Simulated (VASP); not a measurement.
# CdS (Cm) in VASP: a series of runs

Runs on CdS. Level: PBE. Tasks: single point.

Everything below comes from runs of VASP 6.6.1. Logs are shortened: lines on timing, memory, paths and dates and some standing lists are left out, and cuts for length are marked.

## 1. The cell of the first run

It takes space group Cm (No. 8, monoclinic). Conventional cell: a = 7.270 Å, b = 4.197 Å, c = 13.987 Å, α = 90.00°, β = 102.51°, γ = 90.00°. Within 3.4 Å of Cd (site symmetry m) lie 5 S at 2.57 to 3.37 Å. Within 3.4 Å of Cd (site symmetry m) lie 4 S at 2.57 Å. Within 3.4 Å of Cd (site symmetry m) lie 4 S at 2.57 Å. Cd (site symmetry m) has 4 S at 2.57 Å within 3.4 Å. Within 3.4 Å of S (site symmetry m) lie 5 Cd at 2.57 to 3.37 Å. S (site symmetry m) has 4 Cd at 2.57 Å within 3.4 Å. S (site symmetry m) has 4 Cd at 2.57 Å within 3.4 Å. Within 3.4 Å of S (site symmetry m) lie 4 Cd at 2.57 Å.

## 2. Single point, PBE

The input, INCAR:

```
SYSTEM = CdS
PREC = Accurate
ENCUT = 520
EDIFF = 1E-7
ISMEAR = 0
SIGMA = 0.05
LREAL = .False.
LASPH = .True.
NELM = 100
ALGO = Normal
ISIF = 2
LWAVE = .False.
LCHARG = .False.
GGA = PE
NBANDS = 46
```

The input, KPOINTS:

```
Automatic mesh
0
Gamma
  7 7 2
  0 0 0
```

The input, POSCAR:

```
CdS
1.0
   -2.0985806452     -3.6348483013      0.0000000000
    2.0985806452     -3.6348483013      0.0000000000
    0.0000000000     -4.2406563515     13.6554617430
Cd S
4 4
Direct
    0.1382668518      0.1382668518      0.9058282541
    0.4299335184      0.4299335184      0.4058282541
    0.2424335184      0.2424335184      0.1558282541
   -0.0492331482     -0.0492331482      0.6558282541
    0.6117331482      0.6117331482      0.0941717459
    0.3200664816      0.3200664816      0.5941717459
    0.1325664816      0.1325664816      0.3441717459
   -0.1591001851     -0.1591001851      0.8441717459
```

Potentials or basis: VASP PAW PBE potentials, release 64 (Cd, S).

Launch:

```sh
> cat potpaw_PBE.64/Cd/POTCAR potpaw_PBE.64/S/POTCAR > POTCAR
> mpirun -np 1 vasp_std > vasp.out
```

OUTCAR:

```text
SYSTEM = CdS
   PREC = Accurate
   ENCUT = 520
   EDIFF = 1E-7
   ISMEAR = 0
   LREAL = .False.
   LASPH = .True.
   NELM = 100
   ISIF = 2
   GGA = PE

 ion  position               nearest neighbor table
   1  0.138  0.138  0.906-   8 2.57   8 2.57   8 2.57
   2  0.430  0.430  0.406-   7 2.57   7 2.57   7 2.57   6 2.57
   3  0.242  0.242  0.156-   5 2.57   5 2.57   5 2.57   7 2.57
   4  0.951  0.951  0.656-   6 2.57   6 2.57   6 2.57   8 2.57
   5  0.612  0.612  0.094-   3 2.57   3 2.57   3 2.57
   6  0.320  0.320  0.594-   4 2.57   4 2.57   4 2.57   2 2.57
   7  0.133  0.133  0.344-   2 2.57   2 2.57   2 2.57   3 2.57
   8  0.841  0.841  0.844-   1 2.57   1 2.57   1 2.57   4 2.57

  LATTYP: Found a base centered monoclinic cell.
 ALAT       =     7.2696966026
 B/A-ratio  =     0.5773502692
 C/A-ratio  =     1.9240661530
 COS(beta)  =    -0.2165552707

  Lattice vectors:

 A1 = (  -2.0985806452,  -3.6348483013,   0.0000000000)
 A2 = (   2.0985806452,  -3.6348483013,   0.0000000000)
 A3 = (   0.0000000000,   3.0290402511,  13.6554617430)

Analysis of symmetry for initial positions (statically):
=====================================================================
 Subroutine PRICEL returns:
 Original cell was already a primitive cell.

 Routine SETGRP: Setting up the symmetry group for a
 base centered monoclinic supercell.

 Subroutine GETGRP returns: Found  2 space group operations
 (whereof  2 operations were pure point group operations)
 out of a pool of  4 trial point group operations.

The static configuration has the point symmetry C_1h.

Analysis of symmetry for dynamics (positions and initial velocities):
=====================================================================
 Subroutine PRICEL returns:
 Original cell was already a primitive cell.

 Routine SETGRP: Setting up the symmetry group for a
 base centered monoclinic supercell.

 Subroutine GETGRP returns: Found  2 space group operations
 (whereof  2 operations were pure point group operations)
 out of a pool of  4 trial point group operations.

The dynamic configuration has the point symmetry C_1h.

 Subroutine INISYM returns: Found  2 space group operations
 (whereof  2 operations are pure point group operations),
 and found     1 'primitive' translations

----------------------------------------------------------------------------------------

                                     Primitive cell

  volume of cell :     208.3283

  direct lattice vectors                    reciprocal lattice vectors
    -2.098580645 -3.634848301  0.000000000    -0.238256272 -0.137557322 -0.042717950
     2.098580645 -3.634848301  0.000000000     0.238256272 -0.137557322 -0.042717950
     0.000000000 -4.240656352 13.655461743     0.000000000  0.000000000  0.073230772

  length of vectors
     4.197161290  4.197161290 14.298769237     0.278411370  0.278411370  0.073230772

  position of ions in fractional coordinates (direct lattice)
     0.138266852  0.138266852  0.905828254
     0.429933518  0.429933518  0.405828254
     0.242433518  0.242433518  0.155828254
     0.950766852  0.950766852  0.655828254
     0.611733148  0.611733148  0.094171746
     0.320066482  0.320066482  0.594171746
     0.132566482  0.132566482  0.344171746
     0.840899815  0.840899815  0.844171746

  ion indices of the primitive-cell ions
   primitive index   ion index
                 1           1
                 2           2
                 3           3
                 4           4
                 5           5
                 6           6
                 7           7
                 8           8

----------------------------------------------------------------------------------------

 KPOINTS: Automatic mesh

Automatic generation of k-mesh.
 Grid dimensions read from file:
 generate k-points for:    7    7    2

 Generating k-lattice:

  Cartesian coordinates                     Fractional coordinates (reciprocal lattice)
    -0.034036610 -0.019651046 -0.006102564     0.142857143  0.000000000  0.000000000
     0.034036610 -0.019651046 -0.006102564     0.000000000  0.142857143  0.000000000
     0.000000000  0.000000000  0.036615386     0.000000000  0.000000000  0.500000000

  Length of vectors
     0.039773053  0.039773053  0.036615386

  Shift w.r.t. Gamma in fractional coordinates (k-lattice)
     0.000000000  0.000000000  0.000000000

 Subroutine IBZKPT returns following result:
 ===========================================

 Found     32 irreducible k-points:

 Following reciprocal coordinates:
            Coordinates               Weight
  0.000000  0.000000  0.000000      1.000000
  0.142857  0.000000  0.000000      4.000000
  0.285714  0.000000  0.000000      4.000000
  0.428571 -0.000000  0.000000      4.000000
  0.142857  0.142857  0.000000      2.000000
  0.285714  0.142857  0.000000      4.000000
[... 16 lines left out ...]
  0.428571  0.142857  0.500000      4.000000
 -0.428571  0.142857  0.500000      4.000000
 [... further k-points ...]
   k-points           NKPTS =     32   k-points in BZ     NKDIM =     32   number of bands    NBANDS=     46
   number of dos      NEDOS =    301   number of ions     NIONS =      8
   total plane-waves  NPLWV = 110592
   dimension x,y,z NGX =    32 NGY =   32 NGZ =  108
   dimension x,y,z NGXF=    64 NGYF=   64 NGZF=  216
   ions per type =               4   4
   NGX,Y,Z   is equivalent  to a cutoff of  12.67, 12.67, 12.56 a.u.
   NGXF,Y,Z  is equivalent  to a cutoff of  25.35, 25.35, 25.11 a.u.
 SYSTEM =  CdS
   PREC   = accura    normal or accurate (medium, high low for compatibility)
   ISTART =      0    job   : 0-new  1-cont  2-samecut
   ICHARG =      2    charge: 1-file 2-atom 10-const
   ISPIN  =      1    spin polarized calculation?
   LNONCOLLINEAR =      F non collinear calculations
   LSORBIT =      F    spin-orbit coupling
   LASPH  =      T    aspherical Exc in radial PAW
   ENCUT  =  520.0 eV  38.22 Ry    6.18 a.u.   7.80  7.80 26.59*2*pi/ulx,y,z
   NELM   =    100;   NELMIN=  2; NELMDL= -5     # of ELM steps
   EDIFF  = 0.1E-06   stopping-criterion for ELM
   LREAL  =      F    real-space projection
   EDIFFG = 0.1E-05   stopping-criterion for IOM
   NSW    =      0    number of steps for IOM
   IBRION =     -1    ionic relax: 0-MD 1-quasi-New 2-CG
   NFREE  =      0    steps in history (QN), initial steepest desc. (CG)
   ISIF   =      2    stress and relaxation
   ISYM   =      2    0-nonsym 1-usesym 2-fastsym
   POTIM  = 0.5000    time-step for ionic-motion
   TEBEG  =    0.0;   TEEND  =   0.0 temperature during run
   PSTRESS=    0.0 pullay stress
   NELECT =      72.0000    total number of electrons
   NUPDOWN=      -1.0000    fix difference up-down
   EMIN   =  10.00;   EMAX   =-10.00  energy-range for DOS
   EFERMI =   0.00;   METHOD = LEGACY
   ISMEAR =     0;   SIGMA  =   0.05  broadening in eV -4-tet -1-fermi 0-gaus
   EFERMI_NEDOS =   21; number of points for ismear=-14 and -15
   IALGO  =     38    algorithm
   IMIX   =      4    mixing-type and parameters
     AMIX     =   0.40;   BMIX     =  1.00
     AMIX_MAG =   1.60;   BMIX_MAG =  1.00
  volume/ion in A,a.u.               =      26.04       175.73
  Fermi-wavevector in a.u.,A,eV,Ry     =   1.148866  2.171043 17.958250  1.319894
  Thomas-Fermi vector in A             =   2.285539
   LORBIT       =      0    0 simple, 1 ext, 2 COOP (PROOUT), +10 PAW based schemes
   GGA     = PE    functional components
   LHFCALC =     F    Hartree Fock is set to
   AEXX    =    0.0000 exact exchange contribution
   IVDW    =     0    specifies the selected vdW correction
   LEPSILON=     F    determine dielectric tensor
   LRPA    =     F    only Hartree local field effects (RPA)
 non-spin polarized calculation
 Gauss-broadening in eV      SIGMA  =   0.05
  energy-cutoff  :      520.00
  volume of cell :      208.33
 maximum number of plane-waves:      5632
   NGX = 15   NGY = 15   NGZ = 53

 number of electron      72.0000006 magnetization

 Free energy of the ion-electron system (eV)
  ---------------------------------------------------
  ext. energy  EPLUGINS =         0.00000000
  ---------------------------------------------------
  free energy    TOTEN  =       -23.92477848 eV

  energy without entropy =      -23.92477848  energy(sigma->0) =      -23.92477848

 E-fermi :   1.3864     XC(G=0):  -8.9601

 val. band max:        1.1538473495   @ k =   0.0000   0.0000   0.0000
 cond. band min:       1.6812446061   @ k =   0.0000   0.0000   0.0000
 fundamental gap:      0.5273972566
 Fermi energy:         1.3864498997

 k-point     1 :       0.0000    0.0000    0.0000
  band No.  band energies     occupation
      1     -11.4428      2.00000
      2     -11.0293      2.00000
      3     -10.7510      2.00000
      4     -10.3594      2.00000
      5      -7.1309      2.00000
      6      -7.1292      2.00000
[... 38 lines left out ...]
     45       7.5599      0.00000
     46       7.5867      0.00000

 k-point     2 :       0.1429    0.0000    0.0000
  band No.  band energies     occupation
      1     -11.3904      2.00000
      2     -10.9816      2.00000
      3     -10.7043      2.00000
      4     -10.3152      2.00000
      5      -7.1010      2.00000
      6      -7.0897      2.00000
[... 38 lines left out ...]
     45       7.4406      0.00000
     46       7.7247      0.00000

 k-point     3 :       0.2857    0.0000    0.0000
  band No.  band energies     occupation
      1     -11.2730      2.00000
      2     -10.8734      2.00000
      3     -10.6009      2.00000
      4     -10.2143      2.00000
      5      -7.0398      2.00000
      6      -6.9975      2.00000
[... 38 lines left out ...]
     45       7.8079      0.00000
     46       8.0456      0.00000

 k-point     4 :       0.4286   -0.0000    0.0000
  band No.  band energies     occupation
      1     -11.1799      2.00000
      2     -10.7860      2.00000
      3     -10.5195      2.00000
      4     -10.1322      2.00000
      5      -7.0012      2.00000
      6      -6.9635      2.00000
[... 920 lines left out ...]
     45       7.1872      0.00000
     46       7.8112      0.00000

 k-point    23 :       0.4286    0.1429    0.5000
  band No.  band energies     occupation
      1     -11.2016      2.00000
      2     -10.8056      2.00000
      3     -10.5382      2.00000
      4     -10.1518      2.00000
      5      -7.0199      2.00000
      6      -6.9334      2.00000
[... 38 lines left out ...]
     45       7.4166      0.00000
     46       7.7692      0.00000

 k-point    24 :      -0.4286    0.1429    0.5000
  band No.  band energies     occupation
      1     -11.1555      2.00000
      2     -10.7624      2.00000
      3     -10.4979      2.00000
      4     -10.1103      2.00000
      5      -7.0032      2.00000
      6      -6.9318      2.00000
[... 38 lines left out ...]
     45       7.4678      0.00000
     46       7.8963      0.00000

 [... further k-points ...]
[... 5 lines left out ...]
  --------------------------------------------------------------------------------------
  -------------------------------------------------------------------------------------
  Total       -1.4561060     -0.5044040      1.0691912      0.0000000      0.7701945      0.0000000
  in kB      -11.1983807     -3.8791878      8.2227597      0.0000000      5.9232857      0.0000000
  external PRESSURE =      -2.2849362 kB  Pullay stress =       0.0000000 kB

 VOLUME and BASIS-vectors are now :
 -----------------------------------------------------------------------------
  energy-cutoff  :      520.00
  volume of cell :      208.33
      direct lattice vectors                 reciprocal lattice vectors
    -2.098580645 -3.634848301  0.000000000    -0.238256272 -0.137557322 -0.042717950
     2.098580645 -3.634848301  0.000000000     0.238256272 -0.137557322 -0.042717950
     0.000000000 -4.240656352 13.655461743     0.000000000  0.000000000  0.073230772

 POSITION                                       TOTAL-FORCE (eV/Angst)
 -----------------------------------------------------------------------------------
      0.00000     -4.84646     12.36950         0.000000     -0.029484      0.182649
      0.00000     -4.84646      5.54177         0.000000     -0.002544     -0.185721
      0.00000     -2.42323      2.12791         0.000000     -0.124864      0.093988
      0.00000     -9.69293      8.95564         0.000000     -0.021127     -0.186397
      0.00000     -4.84646      1.28596         0.000000      0.322521     -0.287888
      0.00000     -4.84646      8.11369         0.000000     -0.009234      0.156513
      0.00000     -2.42323      4.69982         0.000000      0.018612      0.192277
      0.00000     -9.69293     11.52755         0.000000     -0.153880      0.034580
 -----------------------------------------------------------------------------------
    total drift:                                0.000000      0.000221     -0.000636

  FREE ENERGIE OF THE ION-ELECTRON SYSTEM (eV)
  ---------------------------------------------------
  free  energy   TOTEN  =       -23.9247784764 eV

  energy  without entropy=      -23.9247784764  energy(sigma->0) =      -23.92477848
```

Run time: 6.3 min. Hardware: 1 thread of Intel Xeon 6975P-C, shared host; peak memory 0.46 GiB.

Results:

* Free energy: -23.9248 eV
* Pressure: -0.2 GPa
* Largest force: 0.432 eV/Å
* Band gap on the k mesh: 0.53 eV, direct

Forces in eV/Å, atoms in the order of the input:
```
Cd   0.000 -0.029  0.183
Cd   0.000 -0.003 -0.186
Cd   0.000 -0.125  0.094
Cd   0.000 -0.021 -0.186
S    0.000  0.323 -0.288
S    0.000 -0.009  0.157
S    0.000  0.019  0.192
S    0.000 -0.154  0.035
```

Stress tensor (GPa, compression positive):
```
-1.12  0.00  0.00
 0.00 -0.39  0.59
 0.00  0.59  0.82
```

## 3. Single point, PBE

The input, INCAR:

```
ALGO = Normal ; EDIFF = 1E-6
ENCUT = 520 ; GGA = PE
ISIF = 2 ; ISMEAR = 0
ISYM = 0 ; LASPH = True
LCHARG = False ; LREAL = False
LWAVE = False ; NBANDS = 46
NELM = 100 ; PREC = Accurate
SIGMA = 0.05
```

The input, KPOINTS:

```
k-points
0
Gamma
  7 7 2
```

The input, POSCAR:

```
CdS
1.0
   -2.0985806452     -3.6348483013      0.0000000000
    2.0985806452     -3.6348483013      0.0000000000
    1.5739354839     -3.9377523264     13.6554617430
Cd S
4 4
Direct
    0.5156952910     -0.1636758996      0.9058282541
    0.5990286243      0.2946574337      0.4058282541
    0.3073619576      0.1904907671      0.1558282541
    0.2240286243     -0.2678425663      0.6558282541
    0.6509713757      0.5803425663      0.0941717459
    0.5676380423      0.1220092329      0.5941717459
    0.2759713757      0.0178425663      0.3441717459
    0.1926380423     -0.4404907671      0.8441717459
```

Potentials or basis: VASP PAW PBE potentials, release 64 (Cd, S).

Launch:

```sh
> cat potpaw_PBE.64/Cd/POTCAR potpaw_PBE.64/S/POTCAR > POTCAR
> mpirun -np 1 vasp_std > vasp.out
```

Run time: 9.3 min. Hardware: 1 thread of Intel Xeon Platinum 8259CL at 2.50GHz (Skylake/Cascade Lake), shared host; peak memory 0.54 GiB.

It converged, with:

| Item | Value |
| --- | --- |
| Free energy | -24.5259 eV |
| Pressure | 0.1 GPa |
| Largest force | 0.360 eV/Å |
| Band gap on the k mesh | 1.02 eV, direct |

Forces in eV/Å, atoms in the order of the input:
```
Cd  -0.070 -0.041  0.172
Cd   0.000  0.000 -0.025
Cd  -0.051 -0.029  0.018
Cd  -0.016 -0.009 -0.025
S    0.253  0.146 -0.210
S   -0.003 -0.002  0.022
S    0.017  0.010  0.026
S   -0.130 -0.075  0.022
```

Stress tensor (GPa, compression positive):
```
0.25 0.16 0.60
0.16 0.07 0.34
0.60 0.34 0.02
```

Levels at points of the mesh, in eV from the valence-band top:
```
           k point  band 34  band 35  band 36  band 37  band 38  band 39
(0.00, 0.00, 0.00)    -0.13    -0.07     0.00     1.02     2.63     2.70
(0.00, 0.00, 0.50)    -0.20    -0.14    -0.13     1.85     1.95     2.73
```

PBE gaps usually lie below the measured ones, often by a third to a half.

## 4. Single point, PBE

The input, INCAR:

```
SYSTEM = CdS
  ALGO = Normal
  EDIFF = 1E-6
  ENCUT = 520
  GGA = PE
  ISIF = 2
  ISMEAR = 0
  ISYM = 0
  LASPH = .True.
  LCHARG = .True.
  LELF = .True.
  LREAL = .False.
  LVHAR = .True.
  LWAVE = .False.
  NBANDS = 46
  NELM = 80
  PREC = Accurate
  SIGMA = 0.05
```

The input, KPOINTS:

```
k-points
0
Gamma
  7 7 2
  0 0 0
```

The input, POSCAR:

```
CdS
1.0
   -2.0985806452     -3.6348483013      0.0000000000
    2.0985806452     -3.6348483013      0.0000000000
    1.0492903226     -4.2406563515     13.6554617430
Cd S
4 4
Direct
    0.3647239153     -0.0881902118      0.9058282541
    0.5313905820      0.3284764549      0.4058282541
    0.2813905820      0.2034764549      0.1558282541
    0.1147239153     -0.2131902118      0.6558282541
    0.6352760847      0.5881902118      0.0941717459
    0.4686094180      0.1715235451      0.5941717459
    0.2186094180      0.0465235451      0.3441717459
    0.0519427514     -0.3701431216      0.8441717459
```

Launch:

```sh
> cat potpaw_PBE.64/Cd/POTCAR potpaw_PBE.64/S/POTCAR > POTCAR
> mpirun -np 1 vasp_std > vasp.out
```

It took 14 min on 1 thread of AMD EPYC 7R43 (Zen 3), shared host; peak memory 0.5 GiB.

It converged, with:

- Free energy: -24.2841 eV
- Pressure: -0.1 GPa
- Largest force: 0.745 eV/Å
- Band gap on the k mesh: 0.84 eV, direct

Forces on the atoms (eV/Å):
```
Cd  -0.197 -0.113  0.326
Cd   0.000  0.000 -0.095
Cd  -0.117 -0.067  0.056
Cd  -0.027 -0.016 -0.094
S    0.533  0.308 -0.419
S   -0.007 -0.004  0.081
S    0.029  0.017  0.099
S   -0.214 -0.124  0.046
```

Stress tensor (GPa, compression positive):
```
-0.18  0.08  1.14
 0.08 -0.27  0.66
 1.14  0.66  0.03
```

Levels at points of the mesh, in eV from the valence-band top:
```tsv
k point	band 34	band 35	band 36	band 37	band 38	band 39
(0.00, 0.00, 0.00)	-0.18	-0.10	0.00	0.84	2.38	2.63
(0.00, 0.00, 0.50)	-0.33	-0.14	-0.11	1.54	1.90	2.61
```

## 5. Summary

| cell | gap on the mesh (eV) | pressure (GPa) | largest force (eV/Å) |
| --- | --- | --- | --- |
| a = 4.197, b = 4.197, c = 14.299 Å, angles 75.1, 75.1, 60.0°, 8 atoms | 0.53 | -0.2 | 0.43 |
| a = 4.197, b = 4.197, c = 14.299 Å, angles 72.9, 79.4, 60.0°, 8 atoms | 1.02 | 0.1 | 0.36 |
| a = 4.197, b = 4.197, c = 14.337 Å, angles 73.0, 77.3, 60.0°, 8 atoms | 0.84 | -0.1 | 0.74 |

Alike in all rows: task single point; level PBE; potentials or basis VASP PAW PBE potentials, release 64 (Cd, S); no spin polarisation; k mesh 7 × 7 × 2; cutoff (eV) 520; smearing gaussian 0.05 eV.

Total energies depend on the potentials used, so only differences within one code and one set of settings carry meaning.
